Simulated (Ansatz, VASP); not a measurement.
# Two plane-wave programs on AlNi

The input INCAR:

```
SYSTEM = AlNi
ALGO = Fast
EDIFF = 1E-6
ENCUT = 520
GGA = PE
ISIF = 2
ISMEAR = 0
LASPH = .TRUE.
LCHARG = .FALSE.
LREAL = .FALSE.
LWAVE = .FALSE.
NBANDS = 28
NELM = 80
PREC = Accurate
SIGMA = 0.15
```

KPOINTS

```
k-points
0
G
  15 15 5
  0 0 0
```

Contents of POSCAR:

```
AlNi
1.0
    0.0000000000     -2.8927237813      0.0000000000
    0.0000000000      0.0000000000     -2.8927237813
    9.3781713440     -0.7231809453     -0.7231809453
Al Ni
3 3
Direct
    0.8264952657     -0.1735047343      0.6940189371
    0.9807216962     -0.0192783038      0.0771132152
    0.9036084810     -0.0963915190      0.3855660762
    0.2879386581      0.2879386581      0.8482453676
    0.4421650886      0.4421650886      0.2313396457
    0.3650518733      0.3650518733      0.5397925066
```

Input for Ansatz:

```yaml
crystal:
  lattice:
    - [0.0, -2.8927237813, 0.0]
    - [0.0, 0.0, -2.8927237813]
    - [9.378171344, -0.7231809453, -0.7231809453]
  atoms:
    - { symbol: Al, position: [0.8264952657, -0.1735047343, 0.6940189371] }
    - { symbol: Al, position: [0.9807216962, -0.0192783038, 0.0771132152] }
    - { symbol: Al, position: [0.903608481, -0.096391519, 0.3855660762] }
    - { symbol: Ni, position: [0.2879386581, 0.2879386581, 0.8482453676] }
    - { symbol: Ni, position: [0.4421650886, 0.4421650886, 0.2313396457] }
    - { symbol: Ni, position: [0.3650518733, 0.3650518733, 0.5397925066] }
basis:
  ecutwfc: 520.0
kpoints:
  mp_grid: { grid: [15, 15, 5] }
hamiltonian:
  xc: pbe
  pseudopotentials: { kind: paw, azcp: { folder: soft_1 } }
scf:
  occupations: { method: gaussian, width: 0.15 }
output:
  forces: true
  stress: true
  eigenvalues: true
```

Alike in both runs: task single point; functional PBE; k mesh 15 × 15 × 5; occupations gaussian, width 0.15 eV; no spin polarisation.

```csv
,VASP,Ansatz
version,VASP 6.6.1,Ansatz 0.2.0
potentials or method,"VASP PAW PBE potentials, release 64 (Al, Ni), cutoff 520 eV","scalar-relativistic, plane waves, PAW"
valence electrons in the cell,39,63
```

Ansatz gave:

```
gap on the k mesh at the Fermi level (eV)                     : none
pressure (GPa)                                                : -3.8
traceless stress, the component that is largest in VASP (GPa) : 2.12
rms of the force components (eV/Å)                            : 0.230
```

**Question.** Estimate VASP's values.

**Answer.** gap on the k mesh at the Fermi level (eV): none; pressure (GPa): -3.6; traceless stress, the component that is largest in VASP (GPa): 2.15; rms of the force components (eV/Å): 0.229.

Atom by atom the forces differ by 0.004 eV/Å (rms over components). A gap of «none» marks a metal or a gap that the smearing closes. The functional is the same, so the differences come from potentials, cutoffs and numerics. VASP's potentials hold 39 valence electrons a cell and Ansatz's 63, so a difference there can come from the potentials and not from the codes.
